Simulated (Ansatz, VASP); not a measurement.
Cu: VASP beside Ansatz

```
Cu
1.0
    -1.47886    1.47886    1.37608
     1.47886   -1.47886    1.37608
     1.47886    1.47886   -1.37608
Cu
1
Direct
  0.00000 0.00000 0.00000
```

Change from the starting cell: strain +0.025 along x and y, +0.000 along z, atoms carried along.

Alike in both runs: task single point; functional PBEsol; k mesh 24 × 24 × 24; occupations gaussian, width 0.15 eV; no spin polarisation.

|  | VASP | Ansatz |
| --- | --- | --- |
| version | VASP 6.6.1 | Ansatz 0.2.0 |
| potentials or method | VASP PAW PBE potentials, release 64 (Cu), cutoff 520 eV | scalar-relativistic, plane waves, PAW |
| valence electrons in the cell | 11 | 19 |

```tsv
	VASP	Ansatz	Ansatz less VASP
gap on the k mesh at the Fermi level (eV)	none	none	-
pressure (GPa)	-7.5	-8.2	-0.75
```

VASP's potentials were made for PBE, not for PBEsol. A gap of «none» marks a metal or a gap that the smearing closes. With one functional, cell and mesh, what is left measures potentials, basis and numerics. VASP's potentials hold 11 valence electrons a cell and Ansatz's 19, so a difference there can come from the potentials and not from the codes.
